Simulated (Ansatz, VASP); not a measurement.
## One calculation of NaCl, two programs

```
CELL_PARAMETERS angstrom
3.95399 0.00000 0.00000
-1.97700 3.42426 0.00000
0.00000 0.00000 6.84072
ATOMIC_POSITIONS crystal
Na 0.00000 0.00000 0.00000
Na 0.00000 0.00000 0.50000
Cl 0.33333 0.66667 0.25000
Cl 0.66667 0.33333 0.75000
```

Alike in both runs: functional PBE; k mesh 9 × 9 × 6; occupations gaussian, width 0.02 eV; no spin polarisation.

Ansatz relaxed the structure, and its values are those at the end. VASP's run is a single point on that final structure, the one shown.

|  | VASP | Ansatz |
| --- | --- | --- |
| version | VASP 6.6.1 | Ansatz 0.2.0 |
| potentials or method | VASP PAW PBE potentials, release 64 (Na_pv, Cl), cutoff 500 eV | scalar-relativistic, plane waves, PAW |
| valence electrons in the cell | 28 | 32 |

|  | VASP | Ansatz | Ansatz less VASP |
| --- | --- | --- | --- |
| gap on the k mesh at the Fermi level (eV) | 4.90 | 4.90 | 0.000 |
| least direct gap on the mesh (eV) | 4.90 | 4.90 | 0.000 |
| pressure (GPa) | 0.0 | 0.0 | +0.05 |

The functional is the same, so the differences come from potentials, cutoffs and numerics. VASP's potentials hold 28 valence electrons a cell and Ansatz's 32, so a difference there can come from the potentials and not from the codes.
